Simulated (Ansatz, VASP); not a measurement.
ScGa2AsP2: VASP beside Ansatz

```
Sc Ga P As
1.0
     4.58814    0.00000    0.00000
    -2.29407    3.97344    0.00000
     0.00000    0.00000   10.31465
Sc Ga P As
1 2 2 1
Direct
  0.00000 0.00000 0.50000
  0.00000 0.00000 0.22861
  0.00000 0.00000 0.77139
  0.33333 0.66667 0.50000
  0.66667 0.33333 0.50000
  0.00000 0.00000 0.00000
```

Alike in both runs: functional PBE; k mesh 6 × 6 × 2; occupations gaussian, width 0.1 eV; no spin polarisation.

Ansatz relaxed the structure, and its values are those at the end. VASP's run is a single point on that final structure, the one shown.

|  | VASP | Ansatz |
| --- | --- | --- |
| version | VASP 6.6.1 | Ansatz 0.2.0 |
| potentials or method | VASP PAW PBE potentials, release 64 (Sc_sv, Ga_d, P, As), cutoff 520 eV | scalar-relativistic, plane waves, PAW |
| valence electrons in the cell | 52 | 62 |

```tsv
	VASP	Ansatz	Ansatz less VASP
gap on the k mesh at the Fermi level (eV)	none	none	-
pressure (GPa)	0.1	0.0	-0.06
rms of the force components (eV/Å)	0.007	0.000	-0.0062
```

A gap of «none» marks a metal or a gap that the smearing closes. With one functional, cell and mesh, what is left measures potentials, basis and numerics. VASP's potentials hold 52 valence electrons a cell and Ansatz's 62, so a difference there can come from the potentials and not from the codes.
